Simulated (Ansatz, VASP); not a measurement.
**Two plane-wave programs on RuSe**

INCAR

```
SYSTEM = RuSe
  PREC = Accurate
  ENCUT = 520
  EDIFF = 1E-6
  ISMEAR = 0
  SIGMA = 0.05
  LREAL = .FALSE.
  LASPH = .TRUE.
  NELM = 60
  ALGO = Normal
  ISIF = 2
  LWAVE = .FALSE.
  LCHARG = .FALSE.
  LNONCOLLINEAR = .TRUE.
  MAGMOM = 0.135 0.075 0.111 0 0 0
  LORBIT = 11
  LMAXMIX = 4
```

File KPOINTS:

```
regular mesh
0
G
  6 6 6
  0 0 0
```

File POSCAR:

```
RuSe
1.0
    0.0000000000      2.6776164100      2.6776164100
    2.6776164100      0.0000000000      2.6776164100
    2.6776164100      2.6776164100      0.0000000000
Ru Se
1 1
Direct
    0.5000000000      0.5000000000      0.5000000000
    0.0000000000      0.0000000000      0.0000000000
```

input.yaml

```yaml
crystal:
  lattice:
    - [0.0, 2.67761641, 2.67761641]
    - [2.67761641, 0.0, 2.67761641]
    - [2.67761641, 2.67761641, 0.0]
  atoms:
    - { symbol: Ru, position: [0.5, 0.5, 0.5], spin: 0.19, spin_axis: [0.135, 0.075, 0.111] }
    - { symbol: Se, position: [0.0, 0.0, 0.0] }
hamiltonian:
  xc: lda
  pseudopotentials: { kind: paw }
magnetization:
  noncollinear: true
  spin_orbit: false
kpoints:
  mp_grid: { grid: [6, 6, 6] }
scf:
  occupations: { method: gaussian, width: 0.05 }
output:
  forces: true
  stress: true
  eigenvalues: true
  write_density: true
  write_potential: true
  elf: true
  volumetric_format: npy
```

Alike in both runs: task single point; functional LDA; k mesh 6 × 6 × 6; occupations gaussian, width 0.05 eV; non-collinear spin, random start.

|  | VASP | Ansatz |
| --- | --- | --- |
| version | VASP 6.6.1 | Ansatz 0.2.0 |
| potentials or method | VASP PAW LDA potentials, release 64 (Ru_pv, Se) | Ansatz PAW |
| plane-wave cutoff (eV) | 520 | 420 |
| valence electrons in the cell | 20 | 32 |

```tsv
	VASP	Ansatz	Ansatz less VASP
gap on the k mesh at the Fermi level (eV)	none	none	-
pressure (GPa)	-20.5	-19.1	+1.36
net moment per atom (μB)	0.03	0.56	+0.532
size of the moment on the site where the two differ most (μB)	0.06	0.84	+0.785
```

The net moments are unlike, so the other rows may belong to different states. LDA's correlation is that of Perdew and Zunger in VASP and of Perdew and Wang (1992) in Ansatz. Site moments also hang on the region over which each program counts them. A gap of «none» marks a metal or a gap that the smearing closes. VASP's potentials hold 20 valence electrons a cell and Ansatz's 32, so a difference there can come from the potentials and not from the codes.
